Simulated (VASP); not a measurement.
# I (Pm-3m) in VASP: further runs

The runs below take I through single point, with PBE.

Everything below comes from runs of VASP 6.6.1. Logs are shortened: lines on timing, memory, paths and dates and some standing lists are left out, and cuts for length are marked.

**1. The cell of the first run**

Symmetry: Pm-3m, No. 221, cubic system. The conventional cell has a = 2.754 Å, b = 2.754 Å, c = 2.754 Å, α = 90.00°, β = 90.00°, γ = 90.00°. Within 3.6 Å of I (site symmetry m-3m) lie 6 I at 2.75 Å.

**2. Single point, PBE (20.88 Å³/atom)**

File INCAR:

```
ALGO     = Normal         # electronic algorithm
EDIFF    = 1E-7           # SCF threshold, eV
ENCUT    = 520            # plane-wave cutoff, eV
GGA      = PE             # functional
ISIF     = 2              # what is computed and relaxed
ISMEAR   = -1             # smearing method
LASPH    = T              # aspherical terms in the spheres
LCHARG   = F              # write CHGCAR
LREAL    = F              # projectors in reciprocal space
LWAVE    = F              # write WAVECAR
NBANDS   = 10             # bands
NELM     = 60             # most SCF steps
PREC     = Accurate       # precision mode
SIGMA    = 0.1            # smearing width, eV
```

File KPOINTS:

```
k-points
0
Gamma
  11 11 11
```

File POSCAR:

```
I
1.0
    2.7538073213      0.0000000000      0.0000000000
    0.0000000000      2.7538073213      0.0000000000
    0.0000000000      0.0000000000      2.7538073213
I
1
Direct
    0.0000000000      0.0000000000      0.0000000000
```

Potentials or basis: VASP PAW PBE potentials, release 64 (I).

The run is started by

```console
cat potpaw_PBE.64/I/POTCAR > POTCAR
mpirun -np 1 vasp_std > vasp.out
```

OUTCAR:

```text
EDIFF = 1E-7
   ENCUT = 520
   GGA = PE
   ISIF = 2
   ISMEAR = -1
   LASPH = T
   LREAL = F
   NELM = 60
   PREC = Accurate

 ion  position               nearest neighbor table
   1  0.000  0.000  0.000-

  LATTYP: Found a simple cubic cell.
 ALAT       =     2.7538073213

  Lattice vectors:

 A1 = (   2.7538073213,   0.0000000000,   0.0000000000)
 A2 = (   0.0000000000,   2.7538073213,   0.0000000000)
 A3 = (   0.0000000000,   0.0000000000,   2.7538073213)

Analysis of symmetry for initial positions (statically):
=====================================================================
 Subroutine PRICEL returns:
 Original cell was already a primitive cell.

 Routine SETGRP: Setting up the symmetry group for a
 simple cubic supercell.

 Subroutine GETGRP returns: Found 48 space group operations
 (whereof 48 operations were pure point group operations)
 out of a pool of 48 trial point group operations.

The static configuration has the point symmetry O_h .

Analysis of symmetry for dynamics (positions and initial velocities):
=====================================================================
 Subroutine PRICEL returns:
 Original cell was already a primitive cell.

 Routine SETGRP: Setting up the symmetry group for a
 simple cubic supercell.

 Subroutine GETGRP returns: Found 48 space group operations
 (whereof 48 operations were pure point group operations)
 out of a pool of 48 trial point group operations.

The dynamic configuration has the point symmetry O_h .

 Subroutine INISYM returns: Found 48 space group operations
 (whereof 48 operations are pure point group operations),
 and found     1 'primitive' translations

----------------------------------------------------------------------------------------

                                     Primitive cell

  volume of cell :      20.8834

  direct lattice vectors                    reciprocal lattice vectors
     2.753807321  0.000000000  0.000000000     0.363133612  0.000000000  0.000000000
     0.000000000  2.753807321  0.000000000     0.000000000  0.363133612  0.000000000
     0.000000000  0.000000000  2.753807321     0.000000000  0.000000000  0.363133612

  length of vectors
     2.753807321  2.753807321  2.753807321     0.363133612  0.363133612  0.363133612

  position of ions in fractional coordinates (direct lattice)
     0.000000000  0.000000000  0.000000000

  ion indices of the primitive-cell ions
   primitive index   ion index
                 1           1

----------------------------------------------------------------------------------------

 KPOINTS: k-points

Automatic generation of k-mesh.
 Grid dimensions read from file:
 generate k-points for:   11   11   11

 Generating k-lattice:

  Cartesian coordinates                     Fractional coordinates (reciprocal lattice)
     0.033012147  0.000000000  0.000000000     0.090909091  0.000000000  0.000000000
     0.000000000  0.033012147  0.000000000     0.000000000  0.090909091  0.000000000
     0.000000000  0.000000000  0.033012147     0.000000000  0.000000000  0.090909091

  Length of vectors
     0.033012147  0.033012147  0.033012147

  Shift w.r.t. Gamma in fractional coordinates (k-lattice)
     0.000000000  0.000000000  0.000000000

 Subroutine IBZKPT returns following result:
 ===========================================

 Found     56 irreducible k-points:

 Following reciprocal coordinates:
            Coordinates               Weight
  0.000000  0.000000  0.000000      1.000000
  0.090909  0.000000  0.000000      6.000000
  0.181818  0.000000  0.000000      6.000000
  0.272727  0.000000  0.000000      6.000000
  0.363636  0.000000  0.000000      6.000000
  0.454545  0.000000  0.000000      6.000000
[... 16 lines left out ...]
  0.181818  0.090909  0.090909     24.000000
  0.272727  0.090909  0.090909     24.000000
 [... further k-points ...]
   k-points           NKPTS =     56   k-points in BZ     NKDIM =     56   number of bands    NBANDS=     10
   number of dos      NEDOS =    301   number of ions     NIONS =      1
   total plane-waves  NPLWV =   8000
   dimension x,y,z NGX =    20 NGY =   20 NGZ =   20
   dimension x,y,z NGXF=    40 NGYF=   40 NGZF=   40
   ions per type =               1
   NGX,Y,Z   is equivalent  to a cutoff of  12.07, 12.07, 12.07 a.u.
   NGXF,Y,Z  is equivalent  to a cutoff of  24.15, 24.15, 24.15 a.u.
 SYSTEM =  unknown system
   PREC   = accura    normal or accurate (medium, high low for compatibility)
   ISTART =      0    job   : 0-new  1-cont  2-samecut
   ICHARG =      2    charge: 1-file 2-atom 10-const
   ISPIN  =      1    spin polarized calculation?
   LNONCOLLINEAR =      F non collinear calculations
   LSORBIT =      F    spin-orbit coupling
   LASPH  =      T    aspherical Exc in radial PAW
   ENCUT  =  520.0 eV  38.22 Ry    6.18 a.u.   5.12  5.12  5.12*2*pi/ulx,y,z
   NELM   =     60;   NELMIN=  2; NELMDL= -5     # of ELM steps
   EDIFF  = 0.1E-06   stopping-criterion for ELM
   LREAL  =      F    real-space projection
   EDIFFG = 0.1E-05   stopping-criterion for IOM
   NSW    =      0    number of steps for IOM
   IBRION =     -1    ionic relax: 0-MD 1-quasi-New 2-CG
   NFREE  =      0    steps in history (QN), initial steepest desc. (CG)
   ISIF   =      2    stress and relaxation
   ISYM   =      2    0-nonsym 1-usesym 2-fastsym
   POTIM  = 0.5000    time-step for ionic-motion
   TEBEG  =    0.0;   TEEND  =   0.0 temperature during run
   PSTRESS=    0.0 pullay stress
   NELECT =       7.0000    total number of electrons
   NUPDOWN=      -1.0000    fix difference up-down
   EMIN   =  10.00;   EMAX   =-10.00  energy-range for DOS
   EFERMI =   0.00;   METHOD = LEGACY
   ISMEAR =    -1;   SIGMA  =   0.10  broadening in eV -4-tet -1-fermi 0-gaus
   EFERMI_NEDOS =   21; number of points for ismear=-14 and -15
   IALGO  =     38    algorithm
   IMIX   =      4    mixing-type and parameters
     AMIX     =   0.40;   BMIX     =  1.00
     AMIX_MAG =   1.60;   BMIX_MAG =  1.00
  volume/ion in A,a.u.               =      20.88       140.93
  Fermi-wavevector in a.u.,A,eV,Ry     =   1.137210  2.149015 17.595685  1.293246
  Thomas-Fermi vector in A             =   2.273915
   LORBIT       =      0    0 simple, 1 ext, 2 COOP (PROOUT), +10 PAW based schemes
   GGA     = PE    functional components
   LHFCALC =     F    Hartree Fock is set to
   AEXX    =    0.0000 exact exchange contribution
   IVDW    =     0    specifies the selected vdW correction
   LEPSILON=     F    determine dielectric tensor
   LRPA    =     F    only Hartree local field effects (RPA)
 non-spin polarized calculation
  energy-cutoff  :      520.00
  volume of cell :       20.88
 maximum number of plane-waves:       587
   NGX = 11   NGY = 11   NGZ = 11

 number of electron       6.9999997 magnetization

 Free energy of the ion-electron system (eV)
  ---------------------------------------------------
  ext. energy  EPLUGINS =         0.00000000
  ---------------------------------------------------
  free energy    TOTEN  =         1.67167119 eV

  energy without entropy =        1.69297572  energy(sigma->0) =        1.68232345

 E-fermi :  14.2838     XC(G=0): -11.4326

 val. band max:       14.2739985512   @ k =   0.1818   0.0000   0.0000
 cond. band min:      14.3310675849   @ k =   0.4545   0.3636   0.0000
 fundamental gap:      0.0570690336
 Fermi energy:        14.2837851092

 k-point     1 :       0.0000    0.0000    0.0000
  band No.  band energies     occupation
      1      -5.9365      2.00000
      2      13.7067      1.99379
      3      13.7067      1.99379
      4      13.7067      1.99379
      5      18.4387      0.00000
      6      18.4387      0.00000
      7      21.2588      0.00000
      8      32.8868      0.00000
      9      32.8868      0.00000
     10      32.8869      0.00000

 k-point     2 :       0.0909    0.0000    0.0000
  band No.  band energies     occupation
      1      -5.7854      2.00000
      2      12.0354      2.00000
      3      13.8533      1.97335
      4      13.8533      1.97335
      5      18.5553      0.00000
      6      19.5770      0.00000
      7      22.1341      0.00000
      8      31.5646      0.00000
      9      31.5646      0.00000
     10      31.6335      0.00000

 k-point     3 :       0.1818    0.0000    0.0000
  band No.  band energies     occupation
      1      -5.3397      2.00000
      2       9.2742      2.00000
      3      14.2740      1.04889
      4      14.2740      1.04889
      5      18.9015      0.00000
      6      20.5080      0.00000
      7      24.9645      0.00000
      8      29.4088      0.00000
      9      29.4088      0.00000
     10      29.4609      0.00000

 k-point     4 :       0.2727    0.0000    0.0000
  band No.  band energies     occupation
      1      -4.6316      2.00000
      2       6.6250      2.00000
      3      14.9026      0.00410
      4      14.9026      0.00410
      5      19.4624      0.00000
      6      21.2425      0.00000
      7      27.3630      0.00000
      8      27.3685      0.00000
      9      27.3685      0.00000
     10      28.0307      0.00000
[... 222 lines left out ...]
 k-point    22 :       0.0909    0.0909    0.0909
  band No.  band energies     occupation
      1      -5.4829      2.00000
      2      12.1622      2.00000
      3      12.1622      2.00000
      4      12.6883      2.00000
      5      20.6922      0.00000
      6      20.6922      0.00000
      7      23.0282      0.00000
      8      29.2367      0.00000
      9      29.2367      0.00000
     10      30.7550      0.00000

 k-point    23 :       0.1818    0.0909    0.0909
  band No.  band energies     occupation
      1      -5.0368      2.00000
      2       9.5442      2.00000
      3      12.5713      2.00000
      4      12.9869      2.00000
      5      21.0417      0.00000
      6      22.1397      0.00000
      7      24.9334      0.00000
      8      26.8246      0.00000
      9      27.9197      0.00000
     10      30.3968      0.00000

 k-point    24 :       0.2727    0.0909    0.0909
  band No.  band energies     occupation
      1      -4.3279      2.00000
      2       6.9044      2.00000
      3      13.1894      1.99996
      4      13.6457      1.99662
      5      21.5836      0.00000
      6      22.4635      0.00000
      7      24.6831      0.00000
      8      25.4978      0.00000
      9      29.0673      0.00000
     10      30.5049      0.00000

 [... further k-points ...]

------------------------ aborting loop because EDIFF is reached ----------------------------------------

  FORCE on cell =-STRESS in cart. coord.  units (eV):
  Direction    XX          YY          ZZ          XY          YZ          ZX
  --------------------------------------------------------------------------------------
  -------------------------------------------------------------------------------------
  Total       10.5046697     10.5046697     10.5046697      0.0000000      0.0000000     -0.0000000
  in kB      805.9207445    805.9207445    805.9207445      0.0000000      0.0000000     -0.0000000
  external PRESSURE =     805.9207445 kB  Pullay stress =       0.0000000 kB

 VOLUME and BASIS-vectors are now :
 -----------------------------------------------------------------------------
  energy-cutoff  :      520.00
  volume of cell :       20.88
      direct lattice vectors                 reciprocal lattice vectors
     2.753807321  0.000000000  0.000000000     0.363133612  0.000000000  0.000000000
     0.000000000  2.753807321  0.000000000     0.000000000  0.363133612  0.000000000
     0.000000000  0.000000000  2.753807321     0.000000000  0.000000000  0.363133612

 POSITION                                       TOTAL-FORCE (eV/Angst)
 -----------------------------------------------------------------------------------
      0.00000      0.00000      0.00000         0.000000      0.000000      0.000000
 -----------------------------------------------------------------------------------
    total drift:                               -0.000000     -0.000000      0.000000

  FREE ENERGIE OF THE ION-ELECTRON SYSTEM (eV)
  ---------------------------------------------------
  free  energy   TOTEN  =         1.6716711853 eV

  energy  without entropy=        1.6929757198  energy(sigma->0) =        1.68232345
```

It took 11 s on 1 thread of Intel Xeon 8259CL, shared host; peak memory 0.13 GiB.

Results:

```yaml
Free_energy: 1.6717 eV
Pressure: 80.6 GPa
Band_gap_on_the_k_mesh: zero (an odd number of electrons rules out a gap without spin polarisation)
```

Caveat: the cell stands under pressure; spin-orbit coupling is left out, which moves the levels of the heavy elements; an odd number of electrons without spin polarisation forces a metal; a magnetic or distorted state may lie lower.

**3. Single point, PBE (20.88 Å³/atom)**

File INCAR:

```
SYSTEM = I
  ALGO = Normal
  EDIFF = 1E-7
  ENCUT = 520
  GGA = PE
  ISIF = 2
  ISMEAR = -1
  LASPH = .TRUE.
  LCHARG = .TRUE.
  LELF = .TRUE.
  LREAL = .FALSE.
  LVHAR = .TRUE.
  LWAVE = .FALSE.
  NBANDS = 10
  NELM = 80
  PREC = Accurate
  SIGMA = 0.1
```

File KPOINTS:

```
k-points
0
G
  11 11 11
  0 0 0
```

POSCAR is that of step 2.

Potentials or basis: VASP PAW PBE potentials, release 64 (I).

The run is started by

```console
cat potpaw_PBE.64/I/POTCAR > POTCAR
mpirun -np 1 vasp_std > vasp.out
```

It took 12 s on 1 thread of Intel Xeon 8259CL, shared host; peak memory 0.13 GiB.

It converged, with:

```
Free energy            : 1.6717 eV
Pressure               : 80.6 GPa
Band gap on the k mesh : zero (an odd number of electrons rules out a gap without spin polarisation)
```

Levels at points of the mesh, in eV from the Fermi level:
```
           k point  band 2  band 3  band 4  band 5  band 6  band 7
(0.00, 0.00, 0.00)   -0.58   -0.58   -0.58    4.15    4.15    6.98
```

Caveat: the cell stands under pressure; spin-orbit coupling is left out, which moves the levels of the heavy elements; an odd number of electrons without spin polarisation forces a metal; a magnetic or distorted state may lie lower.

**4. Single point, PBE (24.22 Å³/atom)**

This run uses another cell than the first one, of 24.22 Å³/atom.

File INCAR:

```
SYSTEM = I
  PREC = Accurate
  ENCUT = 520
  EDIFF = 1E-6
  ISMEAR = -1
  SIGMA = 0.1
  LREAL = .FALSE.
  LASPH = .TRUE.
  NELM = 80
  ALGO = Normal
  ISIF = 2
  LWAVE = .FALSE.
  LCHARG = .FALSE.
  GGA = PE
  NBANDS = 10
```

File KPOINTS:

```
regular mesh
0
G
  11 11 11
  0 0 0
```

File POSCAR:

```
I
1.0
    2.8934737493      0.0000000000      0.0000000000
    0.0000000000      2.8934737493      0.0000000000
    0.0000000000      0.0000000000      2.8934737493
I
1
Direct
    0.0000000000      0.0000000000      0.0000000000
```

The run is started by

```console
cat potpaw_PBE.64/I/POTCAR > POTCAR
mpirun -np 1 vasp_std > vasp.out
```

Run time: 13 s. Hardware: 1 thread of Intel Xeon 8259CL, shared host; peak memory 0.14 GiB.

Results (log left out):

```
Free energy            : 0.3533 eV
Pressure               : 49.1 GPa
Band gap on the k mesh : zero (an odd number of electrons rules out a gap without spin polarisation)
```

Levels at points of the mesh, in eV from the Fermi level:
```csv
k point,band 1,band 2,band 3,band 4,band 5,band 6,band 7,band 8
"(0.00, 0.00, 0.00)",-18.38,-0.55,-0.55,-0.55,4.61,4.61,6.40,18.44
```

Caveat: the cell stands under pressure; spin-orbit coupling is left out, which moves the levels of the heavy elements; an odd number of electrons without spin polarisation forces a metal; a magnetic or distorted state may lie lower.

**5. Single point, PBE (28.40 Å³/atom)**

This run uses another cell than the first one, of 28.40 Å³/atom.

File INCAR:

```
SYSTEM = I
PREC     = Accurate       ! precision mode
ENCUT    = 520            ! plane-wave cutoff, eV
EDIFF    = 1E-6           ! SCF threshold, eV
ISMEAR   = -1             ! smearing method
SIGMA    = 0.1            ! smearing width, eV
LREAL    = .FALSE.        ! projectors in reciprocal space
LASPH    = .TRUE.         ! aspherical terms in the spheres
NELM     = 100            ! most SCF steps
ALGO     = Normal         ! electronic algorithm
ISIF     = 2              ! what is computed and relaxed
LWAVE    = .FALSE.        ! write WAVECAR
LCHARG   = .FALSE.        ! write CHGCAR
GGA      = PE             ! functional
NBANDS   = 10             ! bands
```

File KPOINTS:

```
Automatic mesh
0
G
  11 11 11
  0 0 0
```

File POSCAR:

```
I
1.0
    3.0510302930      0.0000000000      0.0000000000
    0.0000000000      3.0510302930      0.0000000000
    0.0000000000      0.0000000000      3.0510302930
I
1
Direct
    0.0000000000      0.0000000000      0.0000000000
```

The run is started by

```console
cat potpaw_PBE.64/I/POTCAR > POTCAR
mpirun -np 1 vasp_std > vasp.out
```

Wall time 13 s (1 thread of Intel Xeon 8259CL, shared host); peak memory 0.14 GiB.

The run converged. Its results:

* Free energy: -0.5585 eV
* Pressure: 23.6 GPa
* Band gap on the k mesh: zero (an odd number of electrons rules out a gap without spin polarisation)

Levels at points of the mesh, in eV from the Fermi level:
| k point | band 2 | band 3 | band 4 | band 5 | band 6 | band 7 |
| --- | --- | --- | --- | --- | --- | --- |
| (0.00, 0.00, 0.00) | -0.39 | -0.39 | -0.39 | 5.26 | 5.26 | 6.03 |

Caveat: the cell stands under pressure; spin-orbit coupling is left out, which moves the levels of the heavy elements; an odd number of electrons without spin polarisation forces a metal; a magnetic or distorted state may lie lower.

**6. Summary**

```tsv
cell	gap on the mesh (eV)	pressure (GPa)
a = 2.754 Å, 1 atom	none	80.6
a = 2.893 Å, 1 atom	none	49.1
a = 3.051 Å, 1 atom	none	23.6
```

Alike in all rows: task single point; level PBE; potentials or basis VASP PAW PBE potentials, release 64 (I); no spin polarisation; k mesh 11 × 11 × 11; cutoff (eV) 520; smearing fermi-dirac 0.1 eV.

Caveats: the cell stands under pressure; spin-orbit coupling is left out, which moves the levels of the heavy elements; an odd number of electrons without spin polarisation forces a metal; a magnetic or distorted state may lie lower.

Absolute energies hang on the potentials; compare differences alone.
